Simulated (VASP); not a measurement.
A run of VASP 6.6.1:

INCAR

```
SYSTEM = W
PREC     = Accurate       ! precision mode
ENCUT    = 500            ! plane-wave cutoff, eV
EDIFF    = 1E-7           ! SCF threshold, eV
ISMEAR   = -1             ! smearing method
SIGMA    = 0.1            ! smearing width, eV
LREAL    = .False.        ! projectors in reciprocal space
LASPH    = .True.         ! aspherical terms in the spheres
NELM     = 120            ! most SCF steps
ALGO     = Normal         ! electronic algorithm
ISIF     = 3              ! what is computed and relaxed
LWAVE    = .False.        ! write WAVECAR
LCHARG   = .False.        ! write CHGCAR
GGA      = PS             ! functional
IBRION   = 2              ! ionic algorithm
NSW      = 32             ! ionic steps
EDIFFG   = -0.005         ! ionic threshold
PSTRESS  = 880.0        
GGA_COMPAT= .False.      
NELMIN   = 4
```

The input KPOINTS:

```
Automatic mesh
0
Gamma
  17 17 16
  0 0 0
```

Contents of POSCAR:

```
W
1.0
    2.5682854738      0.0000000000      0.0000000000
   -1.2841427369      2.2242004645      0.0000000000
    0.0000000000      0.0000000000      2.3727115140
W
1
Direct
    0.0000000000      0.0000000000      0.0000000000
```

Potentials or basis: VASP PAW PBE potentials, release 64 (W_sv).

Run with:

```console
$ cat potpaw_PBE.64/W_sv/POTCAR > POTCAR
$ mpirun -np 1 vasp_std > vasp.out
```

Hardware: 1 thread of Intel(R) Xeon(R) Platinum 8488C (Sapphire Rapids), on a shared host.

Q: How long does it take, and how much memory?

A: Wall time 90 s on 1 thread of Intel(R) Xeon(R) Platinum 8488C (Sapphire Rapids), with other jobs on the host, peak memory 0.16 GiB. Counts: scf iterations 43, k points 297, ion steps 6.
